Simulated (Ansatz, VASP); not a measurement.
**Tl in VASP and in Ansatz**

```
Tl
1.0
     3.59424    0.00000    0.00000
    -1.79712    3.11270    0.00000
     0.00000    0.00000    5.52500
Tl
2
Direct
  0.33333 0.66667 0.25000
  0.66667 0.33333 0.75000
```

Change from the starting cell: strain +0.040 along x and y, +0.000 along z, atoms carried along.

Alike in both runs: task single point; functional PBE; k mesh 18 × 18 × 10; occupations gaussian, width 0.15 eV; no spin polarisation.

|  | VASP | Ansatz |
| --- | --- | --- |
| version | VASP 6.6.1 | Ansatz 0.2.0 |
| potentials or method | VASP PAW PBE potentials, release 64 (Tl_d), cutoff 520 eV | scalar-relativistic, plane waves, PAW |
| valence electrons in the cell | 26 | 26 |

Ansatz gave:

* gap on the k mesh at the Fermi level (eV): none
* pressure (GPa): 0.6
* traceless stress, the component that is largest in VASP (GPa): 0.48

Q: What did VASP give for the same quantities?

A: gap on the k mesh at the Fermi level (eV): none; pressure (GPa): 0.5; traceless stress, the component that is largest in VASP (GPa): 0.48.

A gap of «none» marks a metal or a gap that the smearing closes. With one functional, cell and mesh, what is left measures potentials, basis and numerics.

Spin-orbit coupling is off throughout.
